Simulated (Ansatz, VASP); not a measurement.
AgCl: VASP beside Ansatz

INCAR

```
PREC = Accurate
ENCUT = 520
EDIFF = 1E-6
ISMEAR = -1
SIGMA = 0.03
LREAL = False
LASPH = True
NELM = 80
ALGO = Normal
ISIF = 2
LWAVE = False
LCHARG = False
GGA = PS
NBANDS = 26
```

The input KPOINTS:

```
regular mesh
0
Gamma
  9 9 8
```

Contents of POSCAR:

```
AgCl
1.0
    1.8896188000     -5.6121611882      0.0000000000
    1.8896188000      5.6121611882      0.0000000000
    0.0000000000      0.0000000000      3.9240373500
Ag Cl
2 2
Direct
    0.3965554000      0.6034446000      0.7500000000
    0.6034446000      0.3965554000      0.2500000000
    0.8654487300      0.1345512700      0.2500000000
    0.1345512700      0.8654487300      0.7500000000
```

Input for Ansatz:

```yaml
crystal:
  lattice:
    - [1.8896188, -5.6121611882, 0.0]
    - [1.8896188, 5.6121611882, 0.0]
    - [0.0, 0.0, 3.92403735]
  atoms:
    - { symbol: Ag, position: [0.3965554, 0.6034446, 0.75] }
    - { symbol: Ag, position: [0.6034446, 0.3965554, 0.25] }
    - { symbol: Cl, position: [0.86544873, 0.13455127, 0.25] }
    - { symbol: Cl, position: [0.13455127, 0.86544873, 0.75] }
kpoints:
  mp_grid: { grid: [9, 9, 8] }
  band_path:
    path:
      - [0.0, 0.0, 0.0]
      - [-0.5, 0.5, 0.0]
      - [-0.2783418463, 0.7216581537, 0.0]
      - [0.2783418463, 0.2783418463, 0.0]
      - [0.0, 0.0, 0.0]
      - [0.0, 0.0, 0.5]
      - [0.2783418463, 0.2783418463, 0.5]
      - [-0.2783418463, 0.7216581537, 0.5]
      - [-0.5, 0.5, 0.5]
    npoints: 5
scf:
  occupations: { method: fermi_dirac, width: 0.03 }
hamiltonian:
  xc: pbesol
  pseudopotentials: { kind: all_electron, lapw: { basis_error: 0.001 } }
output:
  forces: true
  stress: true
  eigenvalues: true
```

Change from the starting cell: equal xx and yy strain of +1 %.

Alike in both runs: task single point; functional PBEsol; k mesh 9 × 9 × 8; occupations fermi-dirac, width 0.03 eV; no spin polarisation.

```csv
,VASP,Ansatz
version,VASP 6.6.1,Ansatz 0.2.0
potentials or method,"VASP PAW PBE potentials, release 64 (Ag, Cl), cutoff 520 eV","all-electron LAPW, scalar-relativistic"
```

```csv
,VASP,Ansatz,Ansatz less VASP
pressure (GPa),-3.8,-3.7,+0.09
"traceless stress, the component that is largest in VASP (GPa)",0.80,0.77,-0.031
rms of the force components (eV/Å),0.017,0.015,-0.0017
```

VASP's potentials were made for PBE, not for PBEsol. Atom by atom the forces differ by 0.002 eV/Å (rms over components). Ansatz ran all-electron here, and VASP with PAW potentials.
